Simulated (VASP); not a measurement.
# KBr (P6/mmm) in VASP: a series of runs, part 2 of 3

VASP 6.6.1.

### Step 3. Single point, PBE

This run uses another cell than the first one, of 95.80 Å³/atom.

INCAR reads:

```
SYSTEM = KBr
PREC = Accurate ; ENCUT = 520
EDIFF = 1E-6 ; ISMEAR = 0
SIGMA = 0.1 ; LREAL = .False.
LASPH = .True. ; NELM = 80
ALGO = Normal ; ISIF = 2
LWAVE = .False. ; LCHARG = .False.
GGA = PE ; NBANDS = 15
```

KPOINTS reads:

```
Automatic mesh
0
Gamma
  6 6 4
  0 0 0
```

POSCAR reads:

```
KBr
1.0
    6.0766011237      0.0000000000      0.0000000000
   -3.0383005619      5.2624909418      0.0000000000
    0.0000000000      0.0000000000      5.9915911092
K Br
1 1
Direct
    0.0000000000      0.0000000000      0.5000000000
    0.0000000000      0.0000000000      0.0000000000
```

Potentials or basis: VASP PAW PBE potentials, release 64 (K_sv, Br).

Command:

```
cat potpaw_PBE.64/K_sv/POTCAR potpaw_PBE.64/Br/POTCAR > POTCAR
mpirun -np 1 vasp_std > vasp.out
```

OUTCAR:

```text
SYSTEM = KBr
   PREC = Accurate
   ENCUT = 520
   EDIFF = 1E-6
   ISMEAR = 0
   LREAL = .False.
   LASPH = .True.
   NELM = 80
   ISIF = 2
   GGA = PE

 ion  position               nearest neighbor table
   1  0.000  0.000  0.500-   2 3.00   2 3.00
   2  0.000  0.000  0.000-   1 3.00   1 3.00

  LATTYP: Found a hexagonal cell.
 ALAT       =     6.0766011237
 C/A-ratio  =     0.9860102691

  Lattice vectors:

 A1 = (   6.0766011237,   0.0000000000,   0.0000000000)
 A2 = (  -3.0383005619,   5.2624909418,   0.0000000000)
 A3 = (   0.0000000000,   0.0000000000,   5.9915911092)

Analysis of symmetry for initial positions (statically):
=====================================================================
 Subroutine PRICEL returns:
 Original cell was already a primitive cell.

 Routine SETGRP: Setting up the symmetry group for a
 hexagonal supercell.

 Subroutine GETGRP returns: Found 24 space group operations
 (whereof 24 operations were pure point group operations)
 out of a pool of 24 trial point group operations.

The static configuration has the point symmetry D_6h.

[... 169 lines left out ...]
      4     -16.4577      2.00000
      5     -15.8350      2.00000
      6      -4.0895      2.00000
      7      -3.8467      2.00000
      8      -3.8467      2.00000
      9      -0.5916      0.00000
     10       2.9453      0.00000
     11       2.9453      0.00000
     12       3.5496      0.00000
     13       3.5496      0.00000
     14       3.5981      0.00000
[... 347 lines left out ...]
      2     -16.8025      2.00000
      3     -16.6086      2.00000
      4     -16.6086      2.00000
      5     -15.3775      2.00000
      6      -4.6779      2.00000
      7      -3.9897      2.00000
      8      -3.9897      2.00000
      9       1.5998      0.00000
     10       1.5998      0.00000
     11       2.1026      0.00000
     12       3.1932      0.00000
     13       3.1932      0.00000
     14       3.9943      0.00000
     15       4.1926      0.00000

------------------------ aborting loop because EDIFF is reached ----------------------------------------

  FORCE on cell =-STRESS in cart. coord.  units (eV):
  Direction    XX          YY          ZZ          XY          YZ          ZX
  --------------------------------------------------------------------------------------
  -------------------------------------------------------------------------------------
  Total        0.2222568      0.2222568      0.0616673     -0.0000000     -0.0000000      0.0000000
  in kB        1.8585380      1.8585380      0.5156695     -0.0000000     -0.0000000      0.0000000
  external PRESSURE =       1.4109152 kB  Pullay stress =       0.0000000 kB

 VOLUME and BASIS-vectors are now :
 -----------------------------------------------------------------------------
  energy-cutoff  :      520.00
  volume of cell :      191.60
      direct lattice vectors                 reciprocal lattice vectors
     6.076601124  0.000000000  0.000000000     0.164565681  0.095012040  0.000000000
    -3.038300562  5.262490942  0.000000000     0.000000000  0.190024080  0.000000000
     0.000000000  0.000000000  5.991591109     0.000000000  0.000000000  0.166900575

 POSITION                                       TOTAL-FORCE (eV/Angst)
 -----------------------------------------------------------------------------------
      0.00000      0.00000      2.99580         0.000000      0.000000      0.000000
      0.00000      0.00000      0.00000        -0.000000      0.000000      0.000000
 -----------------------------------------------------------------------------------
    total drift:                                0.000000      0.000000      0.000000

  FREE ENERGIE OF THE ION-ELECTRON SYSTEM (eV)
  ---------------------------------------------------
  free  energy   TOTEN  =        -5.3095499709 eV

  energy  without entropy=       -5.3095499709  energy(sigma->0) =       -5.30954997
```

Run time: 53 s. Hardware: 1 thread of Intel Xeon Platinum 8488C (Sapphire Rapids), shared host; peak memory 0.34 GiB.

Results:

```
Free energy            : -5.3095 eV
Pressure               : 0.1 GPa
Band gap on the k mesh : 3.26 eV
```

Stress tensor (GPa, compression positive):
```
0.19 0.00 0.00
0.00 0.19 0.00
0.00 0.00 0.05
```

Levels at points of the mesh, in eV from the valence-band top:
```tsv
k point	band 5	band 6	band 7	band 8	band 9	band 10	band 11	band 12
(0.00, 0.00, 0.00)	-11.99	-0.24	0.00	0.00	3.26	6.79	6.79	7.40
(0.50, 0.00, 0.00)	-11.99	-0.23	-0.15	-0.03	4.59	5.18	6.64	6.76
(0.00, 0.00, 0.50)	-11.53	-0.87	-0.05	-0.05	4.02	5.20	7.12	7.12
(0.50, 0.00, 0.50)	-11.53	-0.84	-0.18	-0.08	5.13	5.28	6.65	6.87
```

A k mesh can miss the band edges.

### Step 4. Relaxation of cell and atoms, PBE

INCAR reads:

```
  ALGO = Normal
  EDIFF = 1E-7
  EDIFFG = -0.04
  ENCUT = 600
  GGA = PE
  IBRION = 2
  ISIF = 3
  ISMEAR = 0
  LASPH = T
  LCHARG = F
  LREAL = F
  LWAVE = F
  NELM = 100
  NSW = 90
  PREC = Accurate
  SIGMA = 0.1
```

KPOINTS reads:

```
k-points
0
Gamma
  6 6 4
```

POSCAR reads:

```
KBr
1.0
    4.0853642600      0.0000000000      0.0000000000
   -2.0426821300      3.5380292300      0.0000000000
    0.0000000000      0.0000000000      5.9307425600
K Br
1 1
Direct
    0.0000000000      0.0000000000      0.5000000000
    0.0000000000      0.0000000000      0.0000000000
```

Command:

```
cat potpaw_PBE.64/K_sv/POTCAR potpaw_PBE.64/Br/POTCAR > POTCAR
mpirun -np 1 vasp_std > vasp.out
```

Wall time 4.7 min (1 thread of Intel Xeon Platinum 8488C (Sapphire Rapids), shared host); peak memory 0.26 GiB.

Results (log left out):

```yaml
Free_energy: -5.3100 eV
Relaxed_cell: a = 6.684 Å, b = 6.684 Å, c = 6.021 Å, α = 90.00°, β = 90.00°, γ = 120.00°
Space_group_after_relaxing_to_0.1_Å: P6/mmm (No. 191)
Energy_gained_by_relaxing: 304.8 meV/atom
Ionic_steps: 15
Pressure_after_relaxing: 0.0 GPa
Band_gap_on_the_k_mesh: 3.49 eV
```

The path:
```tsv
step	energy change (eV)	largest force (eV/Å)	pressure (GPa)	volume (Å³)
1	0.0000	0.0000	1.49	85.72
2	-0.1402	0.0000	2.18	90.62
3	-0.1512	0.0000	3.42	96.23
4	-0.1676	0.0000	2.92	94.22
5	-0.2546	0.0000	2.21	101.01
6	-0.4282	0.0000	0.81	123.18
7	-0.5270	0.0000	-0.35	176.06
8	-0.5875	0.0000	-0.11	197.24
9	-0.5911	0.0000	0.27	236.63
10	-0.6063	0.0000	0.10	216.81
11	-0.6064	0.0000	0.12	218.75
12	-0.6064	0.0000	0.12	219.63
13	-0.6092	0.0000	0.04	230.64
14	-0.6094	0.0000	0.02	234.48
15	-0.6096	0.0000	0.00	232.98
```

Final structure:
```
CELL_PARAMETERS angstrom
6.68448 0.00000 0.00000
-3.34224 5.78893 0.00000
0.00000 0.00000 6.02089
ATOMIC_POSITIONS crystal
K 0.00000 0.00000 0.50000
Br 0.00000 0.00000 0.00000
```

Levels at points of the mesh, in eV from the valence-band top:
| k point | band 5 | band 6 | band 7 | band 8 | band 9 | band 10 | band 11 | band 12 |
| --- | --- | --- | --- | --- | --- | --- | --- | --- |
| (0.00, 0.00, 0.00) | -11.95 | -0.20 | 0.00 | 0.00 | 3.49 | 6.69 | 6.69 | 7.32 |
| (0.50, 0.00, 0.00) | -11.95 | -0.19 | -0.07 | -0.02 | 4.55 | 5.14 | 6.48 | 6.81 |
| (0.00, 0.00, 0.50) | -11.51 | -0.80 | -0.04 | -0.04 | 4.29 | 5.24 | 7.10 | 7.11 |
| (0.50, 0.00, 0.50) | -11.51 | -0.78 | -0.11 | -0.06 | 5.28 | 5.29 | 6.65 | 7.04 |

Caveat: the volume moved by over 15 % at a fixed basis, so the end points are rough. A k mesh can miss the band edges.

### Step 5. Single point, PBE

This run uses another cell than the first one.

INCAR reads:

```
PREC     = Accurate       # precision mode
ENCUT    = 520            # plane-wave cutoff, eV
EDIFF    = 1E-7           # SCF threshold, eV
ISMEAR   = 0              # smearing method
SIGMA    = 0.02           # smearing width, eV
LREAL    = False          # projectors in reciprocal space
LASPH    = True           # aspherical terms in the spheres
NELM     = 60             # most SCF steps
ALGO     = Normal         # electronic algorithm
ISIF     = 2              # what is computed and relaxed
LWAVE    = False          # write WAVECAR
LCHARG   = False          # write CHGCAR
GGA      = PE             # functional
NBANDS   = 15             # bands
```

KPOINTS reads:

```
Automatic mesh
0
Gamma
  6 6 4
```

POSCAR reads:

```
KBr
1.0
    7.9238805148      0.0000000000      0.0000000000
   -3.9619402574      6.8622818224      0.0000000000
    0.0000000000      0.0000000000      6.0394323874
K Br
1 1
Direct
    0.0000000000      0.0000000000      0.5000000000
    0.0000000000      0.0000000000      0.0000000000
```

Command:

```
cat potpaw_PBE.64/K_sv/POTCAR potpaw_PBE.64/Br/POTCAR > POTCAR
mpirun -np 1 vasp_std > vasp.out
```

Run time: 96 s. Hardware: 1 thread of Intel Xeon Platinum 8488C (Sapphire Rapids), shared host; peak memory 0.47 GiB.

It converged, with:

```
Free energy            : -5.3696 eV
Pressure               : 0.0 GPa
Band gap on the k mesh : 3.83 eV
```

Levels at points of the mesh, in eV from the valence-band top:
```tsv
k point	band 4	band 5	band 6	band 7	band 8	band 9	band 10	band 11	band 12	band 13
(0.00, 0.00, 0.00)	-12.50	-11.91	-0.16	0.00	0.00	3.83	6.48	6.48	7.14	7.14
(0.50, 0.00, 0.00)	-12.50	-11.91	-0.16	-0.02	0.00	4.45	5.14	6.16	6.50	7.02
(0.00, 0.00, 0.50)	-12.64	-11.48	-0.74	-0.04	-0.04	4.68	5.38	6.87	6.87	7.05
(0.50, 0.00, 0.50)	-12.64	-11.48	-0.74	-0.05	-0.04	5.25	5.55	6.23	6.42	6.52
```

(Continued in part 3 of 3.)
